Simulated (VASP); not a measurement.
# AlN (P6_3/mmc) in VASP: a series of runs

AlN is run at these levels: PBE, r2SCAN; tasks: single point.

Program: VASP 6.6.1. These are calculated values, not measurements. Logs are shortened: lines on timing, memory, paths and dates and some standing lists are left out, and cuts for length are marked.

### Step 1. The cell of the first run

The structure is hexagonal, space group P6_3/mmc (No. 194). Conventional cell: a = 2.912 Å, b = 2.912 Å, c = 4.979 Å, α = 90.00°, β = 90.00°, γ = 120.00°. Within 3.0 Å of Al (site symmetry -3m) lie 6 N at 2.09 Å and 8 Al at 2.49 to 2.91 Å. N (site symmetry -6m2) has 6 Al at 2.09 Å and 12 N at 2.91 to 3.00 Å within 3.1 Å.

### Step 2. Single point, PBE (9.14 Å³/atom)

File INCAR:

```
  ALGO = Normal
  EDIFF = 1E-6
  ENCUT = 520
  GGA = PE
  ISIF = 2
  ISMEAR = 0
  LASPH = T
  LCHARG = F
  LREAL = F
  LWAVE = F
  NBANDS = 16
  NELM = 60
  PREC = Accurate
  SIGMA = 0.01
```

File KPOINTS:

```
k-points
0
Gamma
  9 9 4
```

File POSCAR:

```
AlN
1.0
    2.9117303306      0.0000000000      0.0000000000
   -1.4558651653      2.5216324353      0.0000000000
    0.0000000000      0.0000000000      4.9788714889
Al N
2 2
Direct
    0.0000000000      0.0000000000      0.0000000000
    0.0000000000      0.0000000000      0.5000000000
    0.3333333333      0.6666666667      0.2500000000
    0.6666666667      0.3333333333      0.7500000000
```

Potentials or basis: VASP PAW PBE potentials, release 64 (Al, N).

Run with:

```console
$ cat potpaw_PBE.64/Al/POTCAR potpaw_PBE.64/N/POTCAR > POTCAR
$ mpirun -np 1 vasp_std > vasp.out
```

OUTCAR:

```text
EDIFF = 1E-6
   ENCUT = 520
   GGA = PE
   ISIF = 2
   ISMEAR = 0
   LASPH = T
   LREAL = F
   NELM = 60
   PREC = Accurate

 ion  position               nearest neighbor table
   1  0.000  0.000  0.000-   3 2.09   4 2.09   4 2.09   3 2.09   4 2.09   3 2.09   2 2.49   2 2.49

   2  0.000  0.000  0.500-   3 2.09   4 2.09   4 2.09   3 2.09   4 2.09   3 2.09   1 2.49   1 2.49

   3  0.333  0.667  0.250-   1 2.09   2 2.09   1 2.09   2 2.09   1 2.09   2 2.09
   4  0.667  0.333  0.750-   1 2.09   2 2.09   1 2.09   2 2.09   1 2.09   2 2.09

  LATTYP: Found a hexagonal cell.
 ALAT       =     2.9117303306
 C/A-ratio  =     1.7099356477

  Lattice vectors:

 A1 = (   2.9117303306,   0.0000000000,   0.0000000000)
 A2 = (  -1.4558651653,   2.5216324353,   0.0000000000)
 A3 = (   0.0000000000,   0.0000000000,   4.9788714889)

Analysis of symmetry for initial positions (statically):
=====================================================================
 Subroutine PRICEL returns:
 Original cell was already a primitive cell.

 Routine SETGRP: Setting up the symmetry group for a
 hexagonal supercell.

 Subroutine GETGRP returns: Found 24 space group operations
 (whereof 12 operations were pure point group operations)
 out of a pool of 24 trial point group operations.

The static configuration has the point symmetry D_3d.
 The point group associated with its full space group is D_6h.

Analysis of symmetry for dynamics (positions and initial velocities):
=====================================================================
 Subroutine PRICEL returns:
 Original cell was already a primitive cell.

 Routine SETGRP: Setting up the symmetry group for a
 hexagonal supercell.

 Subroutine GETGRP returns: Found 24 space group operations
 (whereof 12 operations were pure point group operations)
 out of a pool of 24 trial point group operations.

The dynamic configuration has the point symmetry D_3d.
 The point group associated with its full space group is D_6h.

 Subroutine INISYM returns: Found 24 space group operations
 (whereof 12 operations are pure point group operations),
 and found     1 'primitive' translations

----------------------------------------------------------------------------------------

                                     Primitive cell

  volume of cell :      36.5564

  direct lattice vectors                    reciprocal lattice vectors
     2.911730331  0.000000000  0.000000000     0.343438398  0.198284252  0.000000000
    -1.455865165  2.521632435  0.000000000     0.000000000  0.396568503  0.000000000
     0.000000000  0.000000000  4.978871489     0.000000000  0.000000000  0.200848727

  length of vectors
     2.911730331  2.911730331  4.978871489     0.396568503  0.396568503  0.200848727

  position of ions in fractional coordinates (direct lattice)
     0.000000000  0.000000000  0.000000000
     0.000000000  0.000000000  0.500000000
     0.333333333  0.666666667  0.250000000
     0.666666667  0.333333333  0.750000000

  ion indices of the primitive-cell ions
   primitive index   ion index
                 1           1
                 2           2
                 3           3
                 4           4

----------------------------------------------------------------------------------------

 KPOINTS: k-points

Automatic generation of k-mesh.
 Grid dimensions read from file:
 generate k-points for:    9    9    4

 Generating k-lattice:

  Cartesian coordinates                     Fractional coordinates (reciprocal lattice)
     0.038159822  0.022031584  0.000000000     0.111111111 -0.000000000  0.000000000
     0.000000000  0.044063167  0.000000000     0.000000000  0.111111111  0.000000000
     0.000000000  0.000000000  0.050212182     0.000000000  0.000000000  0.250000000

  Length of vectors
     0.044063167  0.044063167  0.050212182

  Shift w.r.t. Gamma in fractional coordinates (k-lattice)
     0.000000000  0.000000000  0.000000000

 Subroutine IBZKPT returns following result:
 ===========================================

 Found     36 irreducible k-points:

 Following reciprocal coordinates:
            Coordinates               Weight
  0.000000  0.000000  0.000000      1.000000
  0.111111  0.000000  0.000000      6.000000
  0.222222  0.000000  0.000000      6.000000
  0.333333  0.000000  0.000000      6.000000
  0.444444  0.000000  0.000000      6.000000
  0.111111  0.111111  0.000000      6.000000
[... 16 lines left out ...]
  0.333333  0.222222  0.250000     24.000000
  0.333333  0.333333  0.250000      4.000000
 [... further k-points ...]
   k-points           NKPTS =     36   k-points in BZ     NKDIM =     36   number of bands    NBANDS=     16
   number of dos      NEDOS =    301   number of ions     NIONS =      4
   total plane-waves  NPLWV =  23040
   dimension x,y,z NGX =    24 NGY =   24 NGZ =   40
   dimension x,y,z NGXF=    48 NGYF=   48 NGZF=   80
   ions per type =               2   2
   NGX,Y,Z   is equivalent  to a cutoff of  13.70, 13.70, 13.36 a.u.
   NGXF,Y,Z  is equivalent  to a cutoff of  27.41, 27.41, 26.71 a.u.
 SYSTEM =  unknown system
   PREC   = accura    normal or accurate (medium, high low for compatibility)
   ISTART =      0    job   : 0-new  1-cont  2-samecut
   ICHARG =      2    charge: 1-file 2-atom 10-const
   ISPIN  =      1    spin polarized calculation?
   LNONCOLLINEAR =      F non collinear calculations
   LSORBIT =      F    spin-orbit coupling
   LASPH  =      T    aspherical Exc in radial PAW
   ENCUT  =  520.0 eV  38.22 Ry    6.18 a.u.   5.41  5.41  9.26*2*pi/ulx,y,z
   NELM   =     60;   NELMIN=  2; NELMDL= -5     # of ELM steps
   EDIFF  = 0.1E-05   stopping-criterion for ELM
   LREAL  =      F    real-space projection
   EDIFFG = 0.1E-04   stopping-criterion for IOM
   NSW    =      0    number of steps for IOM
   IBRION =     -1    ionic relax: 0-MD 1-quasi-New 2-CG
   NFREE  =      0    steps in history (QN), initial steepest desc. (CG)
   ISIF   =      2    stress and relaxation
   ISYM   =      2    0-nonsym 1-usesym 2-fastsym
   POTIM  = 0.5000    time-step for ionic-motion
   TEBEG  =    0.0;   TEEND  =   0.0 temperature during run
   PSTRESS=    0.0 pullay stress
   NELECT =      16.0000    total number of electrons
   NUPDOWN=      -1.0000    fix difference up-down
   EMIN   =  10.00;   EMAX   =-10.00  energy-range for DOS
   EFERMI =   0.00;   METHOD = LEGACY
   ISMEAR =     0;   SIGMA  =   0.01  broadening in eV -4-tet -1-fermi 0-gaus
   EFERMI_NEDOS =   21; number of points for ismear=-14 and -15
   IALGO  =     38    algorithm
   IMIX   =      4    mixing-type and parameters
     AMIX     =   0.40;   BMIX     =  1.00
     AMIX_MAG =   1.60;   BMIX_MAG =  1.00
  volume/ion in A,a.u.               =       9.14        61.67
  Fermi-wavevector in a.u.,A,eV,Ry     =   1.242969  2.348870 21.020611  1.544971
  Thomas-Fermi vector in A             =   2.377300
   LORBIT       =      0    0 simple, 1 ext, 2 COOP (PROOUT), +10 PAW based schemes
   GGA     = PE    functional components
   LHFCALC =     F    Hartree Fock is set to
   AEXX    =    0.0000 exact exchange contribution
   IVDW    =     0    specifies the selected vdW correction
   LEPSILON=     F    determine dielectric tensor
   LRPA    =     F    only Hartree local field effects (RPA)
 non-spin polarized calculation
 Gauss-broadening in eV      SIGMA  =   0.01
  energy-cutoff  :      520.00
  volume of cell :       36.56
 maximum number of plane-waves:      1003
 NGX is ok and might be reduce to    24
   NGX = 11   NGY = 11   NGZ = 19

 number of electron      16.0000000 magnetization

 Free energy of the ion-electron system (eV)
  ---------------------------------------------------
  ext. energy  EPLUGINS =         0.00000000
  ---------------------------------------------------
  free energy    TOTEN  =       -28.37033997 eV

  energy without entropy =      -28.37033997  energy(sigma->0) =      -28.37033997

 E-fermi :   8.8771     XC(G=0): -11.7958

 val. band max:        8.7658866963   @ k =   0.0000   0.0000   0.0000
 cond. band min:      12.8080418847   @ k =   0.0000   0.0000   0.0000
 fundamental gap:      4.0421551884
 Fermi energy:         8.8771171359

 k-point     1 :       0.0000    0.0000    0.0000
  band No.  band energies     occupation
      1      -8.0246      2.00000
      2      -5.3922      2.00000
      3       0.6797      2.00000
      4       8.0387      2.00000
      5       8.0387      2.00000
      6       8.2432      2.00000
[... 8 lines left out ...]
     15      21.7776      0.00000
     16      21.7776      0.00000

 k-point     2 :       0.1111    0.0000    0.0000
  band No.  band energies     occupation
      1      -7.8139      2.00000
      2      -5.2536      2.00000
      3       0.9147      2.00000
      4       6.9984      2.00000
      5       7.7723      2.00000
      6       7.7814      2.00000
[... 8 lines left out ...]
     15      21.0223      0.00000
     16      21.1080      0.00000

 k-point     3 :       0.2222    0.0000    0.0000
  band No.  band energies     occupation
      1      -7.2046      2.00000
      2      -4.8840      2.00000
      3       1.5989      2.00000
      4       4.9229      2.00000
      5       6.0017      2.00000
      6       7.2274      2.00000
[... 8 lines left out ...]
     15      20.3552      0.00000
     16      22.2876      0.00000

 k-point     4 :       0.3333    0.0000    0.0000
  band No.  band energies     occupation
      1      -6.2864      2.00000
      2      -4.4646      2.00000
      3       2.6538      2.00000
      4       2.9526      2.00000
      5       4.2960      2.00000
      6       6.7261      2.00000
[... 8 lines left out ...]
     15      19.7926      0.00000
     16      23.6095      0.00000
[... 324 lines left out ...]
 k-point    22 :       0.2222    0.2222    0.2500
  band No.  band energies     occupation
      1      -5.6072      2.00000
      2      -4.5431      2.00000
      3       2.7337      2.00000
      4       2.9921      2.00000
      5       4.7133      2.00000
      6       5.2119      2.00000
[... 8 lines left out ...]
     15      19.3419      0.00000
     16      21.8786      0.00000

 k-point    23 :       0.3333    0.2222    0.2500
  band No.  band energies     occupation
      1      -4.8340      2.00000
      2      -4.3294      2.00000
      3       2.0467      2.00000
      4       2.8600      2.00000
      5       4.0844      2.00000
      6       4.9693      2.00000
[... 8 lines left out ...]
     15      20.2579      0.00000
     16      21.8965      0.00000

 k-point    24 :       0.3333    0.3333    0.2500
  band No.  band energies     occupation
      1      -4.3998      2.00000
      2      -4.3998      2.00000
      3       2.1750      2.00000
      4       3.4238      2.00000
      5       3.4238      2.00000
      6       3.8741      2.00000
[... 8 lines left out ...]
     15      19.8905      0.00000
     16      21.6379      0.00000

 [... further k-points ...]

------------------------ aborting loop because EDIFF is reached ----------------------------------------

  FORCE on cell =-STRESS in cart. coord.  units (eV):
  Direction    XX          YY          ZZ          XY          YZ          ZX
  --------------------------------------------------------------------------------------
  -------------------------------------------------------------------------------------
  Total       -2.7345212     -2.7345212     -3.2600207     -0.0000000     -0.0000000      0.0000000
  in kB     -119.8472357   -119.8472357   -142.8785698     -0.0000000     -0.0000000      0.0000000
  external PRESSURE =    -127.5243471 kB  Pullay stress =       0.0000000 kB

 VOLUME and BASIS-vectors are now :
 -----------------------------------------------------------------------------
  energy-cutoff  :      520.00
  volume of cell :       36.56
      direct lattice vectors                 reciprocal lattice vectors
     2.911730331  0.000000000  0.000000000     0.343438398  0.198284252  0.000000000
    -1.455865165  2.521632435  0.000000000     0.000000000  0.396568503  0.000000000
     0.000000000  0.000000000  4.978871489     0.000000000  0.000000000  0.200848727

 POSITION                                       TOTAL-FORCE (eV/Angst)
 -----------------------------------------------------------------------------------
      0.00000      0.00000      0.00000         0.000000      0.000000      0.000000
      0.00000      0.00000      2.48944         0.000000      0.000000      0.000000
     -0.00000      1.68109      1.24472        -0.000000      0.000000      0.000000
      1.45587      0.84054      3.73415         0.000000     -0.000000      0.000000
 -----------------------------------------------------------------------------------
    total drift:                               -0.000000      0.000000     -0.000000

  FREE ENERGIE OF THE ION-ELECTRON SYSTEM (eV)
  ---------------------------------------------------
  free  energy   TOTEN  =       -28.3703399662 eV

  energy  without entropy=      -28.3703399662  energy(sigma->0) =      -28.37033997
```

Wall time 18 s (1 thread of Intel Xeon 6975P-C (Granite Rapids), shared host); peak memory 0.15 GiB.

What came out:

| Property | Result |
| --- | --- |
| Free energy | -28.3703 eV |
| Pressure | -12.8 GPa |
| Band gap on the k mesh | 4.04 eV |

Levels at points of the mesh, in eV from the valence-band top:
```tsv
k point	band 5	band 6	band 7	band 8	band 9	band 10	band 11	band 12
(0.00, 0.00, 0.00)	-0.73	-0.52	0.00	0.00	4.04	5.77	8.83	11.33
(0.00, 0.00, 0.50)	-0.37	-0.37	-0.37	-0.37	5.81	5.81	9.75	9.75
```

Caveat: the cell stands under tension; an odd mesh through Γ misses points on the zone boundary, where band edges can lie.

(Continued in part 2 of 2.)
